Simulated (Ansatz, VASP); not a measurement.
# Ti: VASP beside Ansatz

Contents of POSCAR:

```
Ti
1.0
    0.0000000000      2.0300000000      2.2583750000
    2.0300000000      0.0000000000      2.2583750000
    2.0300000000      2.0300000000      0.0000000000
Ti
1
Direct
    0.0000000000      0.0000000000      0.0000000000
```

INCAR.step1

```
PREC = Accurate
ENCUT = 520
ISMEAR = 0
SIGMA = 0.15
LREAL = F
LASPH = T
NELM = 100
NBANDS = 12
GGA = PE
ALGO = Normal
EDIFF = 1E-4
LWAVE = T
LCHARG = F
```

The input INCAR.step2:

```
PREC = Accurate
ENCUT = 520
EDIFF = 1E-6
ISMEAR = 0
SIGMA = 0.15
LREAL = F
LASPH = T
NELM = 100
ALGO = Normal
ISIF = 2
LWAVE = F
LCHARG = F
METAGGA = R2SCAN
LMIXTAU = T
NBANDS = 12
ISTART = 1
```

The input KPOINTS:

```
regular mesh
0
Gamma
  20 20 20
```

Input for Ansatz:

```yaml
crystal:
  lattice:
    - [0.0, 2.03, 2.258375]
    - [2.03, 0.0, 2.258375]
    - [2.03, 2.03, 0.0]
  atoms:
    - { symbol: Ti, position: [0.0, 0.0, 0.0] }
basis:
  ecutwfc: 500
kpoints:
  mp_grid: { grid: [20, 20, 20] }
hamiltonian:
  xc: r2scan
scf:
  occupations: { method: gaussian, width: 0.15 }
output:
  forces: true
  stress: true
  eigenvalues: true
```

Change from the starting cell: strain +0.1125 x Voigt [0, 0, 1, 0, 0, 0], atoms carried along.

Alike in both runs: task single point; functional r2SCAN; k mesh 20 × 20 × 20; occupations gaussian, width 0.15 eV; no spin polarisation.

|  | VASP | Ansatz |
| --- | --- | --- |
| version | VASP 6.6.1 | Ansatz 0.2.0 |
| potentials or method | VASP PAW PBE potentials, release 64 (Ti_sv), cutoff 520 eV | scalar-relativistic, plane waves, PAW |
| valence electrons in the cell | 12 | 12 |

Ansatz gave:

- gap on the k mesh at the Fermi level (eV): none
- pressure (GPa): -7.1
- traceless stress, the component that is largest in VASP (GPa): -2.44

Task: Estimate VASP's values.

Result: gap on the k mesh at the Fermi level (eV): none; pressure (GPa): -6.8; traceless stress, the component that is largest in VASP (GPa): -2.45.

VASP's potentials were made for PBE, not for r2SCAN. A gap of «none» marks a metal or a gap that the smearing closes.
